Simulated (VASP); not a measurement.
Set up this calculation in VASP 6.6.1, as the native input.

| Property | Result |
| --- | --- |
| Task | single point |
| Functional | PBE |
| Potentials or basis | VASP PAW PBE potentials, release 64 (Al, B, P) |
| Cutoff | 500 eV |
| k mesh | 4 × 4 × 2 |
| Occupations | gaussian, width 0.2 eV |
| Spin | no spin polarisation |
| Dipole correction | no |
| Further INCAR settings | ALGO = Normal; EDIFF = 1e-06; NBANDS = 26 |

The structure of Al3BP4 lies in POSCAR:

```
Al3BP4
1.0
    3.0591138886     -3.1382025702      0.6531077291
    3.0591138886      3.1382025702      0.6531077291
   -0.9263742514      0.0000000000      7.6481799473
Al B P
3 1 4
Direct
    0.5000000000      0.5000000000      0.5000000000
    0.1872548673      0.1872548673      0.7483143266
    0.8127451327      0.8127451327      0.2516856734
    0.0000000000      0.0000000000      0.0000000000
    0.0000000000      0.5000000000      0.0000000000
    0.5000000000      0.0000000000      0.0000000000
    0.5000000000      0.5000000000      0.0000000000
    0.0000000000      0.0000000000      0.5000000000
```

One way to write it, as run:

INCAR

```
PREC = Accurate
ENCUT = 500
EDIFF = 1E-6
ISMEAR = 0
SIGMA = 0.2
LREAL = F
LASPH = T
NELM = 120
ALGO = Normal
ISIF = 2
LWAVE = F
LCHARG = F
GGA = PE
NBANDS = 26
GGA_COMPAT = F
```

KPOINTS

```
Automatic mesh
0
Gamma
  4 4 2
```

Potentials or basis: VASP PAW PBE potentials, release 64 (Al, B, P).

Command:

```bash
$ cat potpaw_PBE.64/Al/POTCAR potpaw_PBE.64/B/POTCAR potpaw_PBE.64/P/POTCAR > POTCAR
$ mpirun -np 1 vasp_std > vasp.out
```

Results of the run:

```json
{"Pressure": "-0.3 GPa", "Largest force": "0.066 eV/Å", "Band gap on the k mesh": "zero (band 16 reaches 5.70 eV, above the bottom of band 17 at 4.81 eV)"}
```

Caveat: the k points lie up to 0.41 Å⁻¹ apart.

Run time: 21 s on 1 thread of Intel(R) Xeon(R) 6975P-C (Granite Rapids) (shared host), peak memory 0.24 GiB.
